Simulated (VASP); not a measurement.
# MgSe: single point with PBE

Crystal: MgSe.

```
Se Mg
1.0
     0.00000    2.75461    2.75461
     2.75461    0.00000    2.75461
     2.75461    2.75461    0.00000
Se Mg
1 1
Direct
  0.50000 0.50000 0.50000
  0.00000 0.00000 0.00000
```

```json
{"Program": "VASP 6.6.1", "Task": "single point", "Functional": "PBE", "Potentials or basis": "VASP PAW PBE potentials, release 64 (Se, Mg)", "Cutoff": "600 eV", "k mesh": "6 × 6 × 6", "Occupations": "tetrahedron", "Spin": "no spin polarisation", "Dipole correction": "no", "Further INCAR settings": "ALGO = Normal; EDIFF = 1e-06; NBANDS = 11"}
```

The pressure is -0.1 GPa. The band gap on the k mesh is 1.74 eV, indirect (least direct gap 2.39 eV).

Levels at points of the mesh, in eV from the valence-band top:
```csv
k point,band 1,band 2,band 3,band 4,band 5,band 6,band 7,band 8,band 9
"(0.00, 0.00, 0.00)",-12.77,0.00,0.00,0.00,2.39,7.42,7.42,7.42,9.91
"(0.50, 0.00, 0.00)",-11.72,-4.78,-0.55,-0.55,3.79,6.05,6.05,8.37,11.23
"(0.50, 0.50, 0.00)",-11.42,-4.10,-1.71,-1.71,1.74,4.05,11.44,11.89,11.89
```

It took 18 s on 1 thread of Intel Xeon 8259CL, with other jobs on the host, peak memory 0.17 GiB.

A k mesh can miss the band edges.
